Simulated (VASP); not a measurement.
A run of VASP 6.6.1 is set up as follows.

Contents of INCAR:

```
PREC     = Accurate       # precision mode
ENCUT    = 520            # plane-wave cutoff, eV
EDIFF    = 1E-6           # SCF threshold, eV
ISMEAR   = 0              # smearing method
SIGMA    = 0.05           # smearing width, eV
LREAL    = False          # projectors in reciprocal space
LASPH    = True           # aspherical terms in the spheres
NELM     = 100            # most SCF steps
ALGO     = Normal         # electronic algorithm
ISIF     = 2              # what is computed and relaxed
LWAVE    = False          # write WAVECAR
LCHARG   = False          # write CHGCAR
NBANDS   = 11             # bands
```

The input KPOINTS:

```
Automatic mesh
0
Gamma
  8 8 8
```

Contents of POSCAR:

```
MgS
1.0
    0.0000000000      2.9181136482      2.7481264454
    2.9181136482      0.0000000000      2.7481264454
    2.9181136482      2.9181136482      0.0000000000
Mg S
1 1
Direct
    0.0000000000      0.0000000000      0.0000000000
    0.7500000000      0.7500000000      0.7500000000
```

Potentials or basis: VASP PAW LDA potentials, release 64 (Mg, S).

The run is started by

```console
$ cat potpaw_LDA.64/Mg/POTCAR potpaw_LDA.64/S/POTCAR > POTCAR
$ mpirun -np 1 vasp_std > vasp.out
```

Predict the band gap on the k mesh.

2.94 eV, direct.

Predict the pressure.

-4.0 GPa.

Stress tensor (GPa, compression positive):
```
-4.43  0.00  0.00
 0.00 -4.43  0.00
 0.00  0.00 -3.23
```

Caveat: the cell differs from its parent crystal (strain +0.030 along x and y, -0.030 along z).
